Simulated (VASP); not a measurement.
# CO2 in VASP: notebook, part 3 of 4

VASP 6.6.1.

### 5 Single point, PBE

This run uses another cell than the first one, of 9.64 Å³/atom, 1.010 times its volume.

Contents of INCAR:

```
SYSTEM = CO2
PREC = Accurate ; ENCUT = 520
EDIFF = 1E-6 ; ISMEAR = 0
SIGMA = 0.1 ; LREAL = .False.
LASPH = .True. ; NELM = 80
ALGO = Normal ; ISIF = 2
LWAVE = .False. ; LCHARG = .True.
GGA = PE ; LELF = .True.
LVHAR = .True. ; NBANDS = 25
```

Contents of KPOINTS:

```
regular mesh
0
Gamma
  8 8 2
  0 0 0
```

Contents of POSCAR:

```
CO2
1.0
    2.3338971702     -0.0002177046     -0.0066599595
   -0.0002159785      2.3339029627     -0.0023696092
   -0.0300558429     -0.0112111182     10.6161793252
C O
2 4
Direct
    0.0036577901     -0.0220356679     -0.0001383123
    0.4963453382      0.5220394790      0.5001378891
    1.0056652588      0.4787113564      0.0775919152
   -0.0016463091      0.5227575998      0.5778672483
    0.4943364538      0.0212869291      0.4224080227
    0.5016414684      0.9772403036      0.9221332369
```

Potentials or basis: VASP PAW PBE potentials, release 64 (C, O).

Launch:

```console
cat potpaw_PBE.64/C/POTCAR potpaw_PBE.64/O/POTCAR > POTCAR
mpirun -np 1 vasp_std > vasp.out
```

OUTCAR:

```text
SYSTEM = CO2
   PREC = Accurate
   ENCUT = 520
   EDIFF = 1E-6
   ISMEAR = 0
   LREAL = .False.
   LASPH = .True.
   NELM = 80
   ISIF = 2
   GGA = PE

 ion  position               nearest neighbor table
   1  0.004  0.978  1.000-   3 1.43   6 1.43   6 1.43   3 1.43
   2  0.496  0.522  0.500-   5 1.43   4 1.43   4 1.43   5 1.43
   3  0.006  0.479  0.078-   1 1.43   1 1.43
   4  0.998  0.523  0.578-   2 1.43   2 1.43
   5  0.494  0.021  0.422-   2 1.43   2 1.43
   6  0.502  0.977  0.922-   1 1.43   1 1.43

  LATTYP: Found a triclinic cell.
 ALAT       =    10.8567820578
 B/A-ratio  =     0.2149722330
 C/A-ratio  =     0.2149720021
 COS(alpha) =     0.0001829210
 COS(beta)  =     0.0020645014
 COS(gamma) =     0.2094136195

  Lattice vectors:

 A1 = (  -2.3038413273,   0.0114288228, -10.6095193657)
 A2 = (  -2.3338971702,   0.0002177046,   0.0066599595)
 A3 = (  -0.0002159785,   2.3339029627,  -0.0023696092)

Analysis of symmetry for initial positions (statically):
=====================================================================
 Subroutine PRICEL returns:
 Original cell was already a primitive cell.

 Routine SETGRP: Setting up the symmetry group for a
 triclinic supercell.

 Subroutine GETGRP returns: Found  2 space group operations
 (whereof  1 operations were pure point group operations)
 out of a pool of  2 trial point group operations.

The static configuration has the point symmetry C_1 .
 The point group associated with its full space group is S_2 .

Analysis of symmetry for dynamics (positions and initial velocities):
=====================================================================
 Subroutine PRICEL returns:
 Original cell was already a primitive cell.

 Routine SETGRP: Setting up the symmetry group for a
 triclinic supercell.

 Subroutine GETGRP returns: Found  2 space group operations
 (whereof  1 operations were pure point group operations)
 out of a pool of  2 trial point group operations.

The dynamic configuration has the point symmetry C_1 .
 The point group associated with its full space group is S_2 .

 Subroutine INISYM returns: Found  2 space group operations
 (whereof  1 operations are pure point group operations),
 and found     1 'primitive' translations

----------------------------------------------------------------------------------------

                                     Primitive cell

  volume of cell :      57.8267

  direct lattice vectors                    reciprocal lattice vectors
     2.333897170 -0.000217705 -0.006659959     0.428471357  0.000040882  0.001213104
    -0.000215979  2.333902963 -0.002369609     0.000041259  0.428467292  0.000452596
    -0.030055843 -0.011211118 10.616179325     0.000268807  0.000095663  0.094196709

  length of vectors
     2.333906683  2.333904176 10.616227791     0.428473076  0.428467533  0.094197141

  position of ions in fractional coordinates (direct lattice)
     0.003657790  0.977964332  0.999861688
     0.496345338  0.522039479  0.500137889
     0.005665259  0.478711356  0.077591915
     0.998353691  0.522757600  0.577867248
     0.494336454  0.021286929  0.422408023
     0.501641468  0.977240304  0.922133237

  ion indices of the primitive-cell ions
   primitive index   ion index
                 1           1
                 2           2
                 3           3
[... 27 lines left out ...]

 Found     68 irreducible k-points:

 Following reciprocal coordinates:
            Coordinates               Weight
  0.000000  0.000000  0.000000      1.000000
  0.125000 -0.000000 -0.000000      2.000000
  0.250000 -0.000000 -0.000000      2.000000
  0.375000  0.000000 -0.000000      2.000000
  0.500000 -0.000000 -0.000000      1.000000
 -0.000000  0.125000  0.000000      2.000000
[... 16 lines left out ...]
  0.125000  0.375000  0.000000      2.000000
  0.250000  0.375000  0.000000      2.000000
 [... further k-points ...]
   k-points           NKPTS =     68   k-points in BZ     NKDIM =     68   number of bands    NBANDS=     25
   number of dos      NEDOS =    301   number of ions     NIONS =      6
   total plane-waves  NPLWV =  25920
   dimension x,y,z NGX =    18 NGY =   18 NGZ =   80
   dimension x,y,z NGXF=    36 NGYF=   36 NGZF=  160
   ions per type =               2   4
   NGX,Y,Z   is equivalent  to a cutoff of  12.82, 12.82, 12.53 a.u.
   NGXF,Y,Z  is equivalent  to a cutoff of  25.64, 25.64, 25.06 a.u.
 SYSTEM =  CO2
   PREC   = accura    normal or accurate (medium, high low for compatibility)
   ISTART =      0    job   : 0-new  1-cont  2-samecut
   ICHARG =      2    charge: 1-file 2-atom 10-const
   ISPIN  =      1    spin polarized calculation?
   LNONCOLLINEAR =      F non collinear calculations
   LSORBIT =      F    spin-orbit coupling
   LASPH  =      T    aspherical Exc in radial PAW
   ENCUT  =  520.0 eV  38.22 Ry    6.18 a.u.   4.34  4.34 19.74*2*pi/ulx,y,z
   NELM   =     80;   NELMIN=  2; NELMDL= -5     # of ELM steps
   EDIFF  = 0.1E-05   stopping-criterion for ELM
   LREAL  =      F    real-space projection
   EDIFFG = 0.1E-04   stopping-criterion for IOM
   NSW    =      0    number of steps for IOM
   IBRION =     -1    ionic relax: 0-MD 1-quasi-New 2-CG
   NFREE  =      0    steps in history (QN), initial steepest desc. (CG)
   ISIF   =      2    stress and relaxation
   ISYM   =      2    0-nonsym 1-usesym 2-fastsym
   POTIM  = 0.5000    time-step for ionic-motion
   TEBEG  =    0.0;   TEEND  =   0.0 temperature during run
   PSTRESS=    0.0 pullay stress
   NELECT =      32.0000    total number of electrons
   NUPDOWN=      -1.0000    fix difference up-down
   EMIN   =  10.00;   EMAX   =-10.00  energy-range for DOS
   EFERMI =   0.00;   METHOD = LEGACY
   ISMEAR =     0;   SIGMA  =   0.10  broadening in eV -4-tet -1-fermi 0-gaus
   EFERMI_NEDOS =   21; number of points for ismear=-14 and -15
   IALGO  =     38    algorithm
   IMIX   =      4    mixing-type and parameters
     AMIX     =   0.40;   BMIX     =  1.00
     AMIX_MAG =   1.60;   BMIX_MAG =  1.00
  volume/ion in A,a.u.               =       9.64        65.04
  Fermi-wavevector in a.u.,A,eV,Ry     =   1.344049  2.539885 24.578500  1.806469
  Thomas-Fermi vector in A             =   2.472074
   LORBIT       =      0    0 simple, 1 ext, 2 COOP (PROOUT), +10 PAW based schemes
   GGA     = PE    functional components
   LHFCALC =     F    Hartree Fock is set to
   AEXX    =    0.0000 exact exchange contribution
   IVDW    =     0    specifies the selected vdW correction
   LEPSILON=     F    determine dielectric tensor
   LRPA    =     F    only Hartree local field effects (RPA)
 non-spin polarized calculation
 Gauss-broadening in eV      SIGMA  =   0.10
  energy-cutoff  :      520.00
  volume of cell :       57.83
 maximum number of plane-waves:      1582
 NGX is ok and might be reduce to    18
   NGX =  9   NGY =  9   NGZ = 39

 number of electron      32.0000014 magnetization

 Free energy of the ion-electron system (eV)
  ---------------------------------------------------
  ext. energy  EPLUGINS =         0.00000000
  ---------------------------------------------------
  free energy    TOTEN  =       -42.06841878 eV

  energy without entropy =      -42.06841878  energy(sigma->0) =      -42.06841878

 E-fermi :   1.7340     XC(G=0):  -9.5126

 val. band max:        1.1877432615   @ k =  -0.0000   0.5000   0.5000
 cond. band min:       5.0749096836   @ k =   0.0000   0.0000   0.0000
 fundamental gap:      3.8871664221
 Fermi energy:         1.7339984707

 k-point     1 :       0.0000    0.0000    0.0000
  band No.  band energies     occupation
      1     -24.1771      2.00000
      2     -24.1734      2.00000
      3     -18.9664      2.00000
      4     -18.9523      2.00000
      5      -5.9802      2.00000
      6      -5.9795      2.00000
[... 661 lines left out ...]
     24      12.9910      0.00000
     25      14.2540      0.00000

 [... further k-points ...]
[... 5 lines left out ...]
  --------------------------------------------------------------------------------------
  -------------------------------------------------------------------------------------
  Total        0.5871502      0.5875509      0.3321056      0.0045774     -0.0021792     -0.0005548
  in kB       16.2678820     16.2789846      9.2014874      0.1268249     -0.0603794     -0.0153710
  external PRESSURE =      13.9161180 kB  Pullay stress =       0.0000000 kB

 VOLUME and BASIS-vectors are now :
 -----------------------------------------------------------------------------
  energy-cutoff  :      520.00
  volume of cell :       57.83
      direct lattice vectors                 reciprocal lattice vectors
     2.333897170 -0.000217705 -0.006659959     0.428471357  0.000040882  0.001213104
    -0.000215979  2.333902963 -0.002369609     0.000041259  0.428467292  0.000452596
    -0.030055843 -0.011211118 10.616179325     0.000268807  0.000095663  0.094196709

 POSITION                                       TOTAL-FORCE (eV/Angst)
 -----------------------------------------------------------------------------------
     -0.02173      2.27126     10.61237         0.000017      0.000493      0.000280
      1.14327      1.21267      5.30501        -0.000017     -0.000493     -0.000280
      0.01079      1.11639      0.82256        -0.000035     -0.000060      0.137816
      2.31257      1.21337      6.12685         0.000409      0.000330      0.137980
      1.14103      0.04484      4.48102         0.000035      0.000060     -0.137816
      1.14285      2.27034      9.78388        -0.000409     -0.000330     -0.137980
 -----------------------------------------------------------------------------------
    total drift:                                0.003371      0.030194     -0.018434

  FREE ENERGIE OF THE ION-ELECTRON SYSTEM (eV)
  ---------------------------------------------------
  free  energy   TOTEN  =       -42.0684187789 eV

  energy  without entropy=      -42.0684187789  energy(sigma->0) =      -42.06841878
```

Wall time 1.8 min (1 thread of AMD EPYC 7R13, shared host); peak memory 0.18 GiB.

What came out:

```yaml
Free_energy: -42.0684 eV
Pressure: 1.4 GPa
Largest_force: 0.138 eV/Å
Band_gap_on_the_k_mesh: 3.89 eV, indirect (least direct gap 4.30 eV)
```

Forces on the atoms (eV/Å):
```
C    0.000  0.000  0.000
C    0.000  0.000  0.000
O    0.000  0.000  0.138
O    0.000  0.000  0.138
O    0.000  0.000 -0.138
O    0.000  0.000 -0.138
```

Stress tensor (GPa, compression positive):
```
 1.63  0.01  0.00
 0.01  1.63 -0.01
 0.00 -0.01  0.92
```

A k mesh can miss the band edges. Expect the measured gap to be larger: semilocal functionals such as PBE lack the derivative discontinuity.

[end of part 3 of 4]
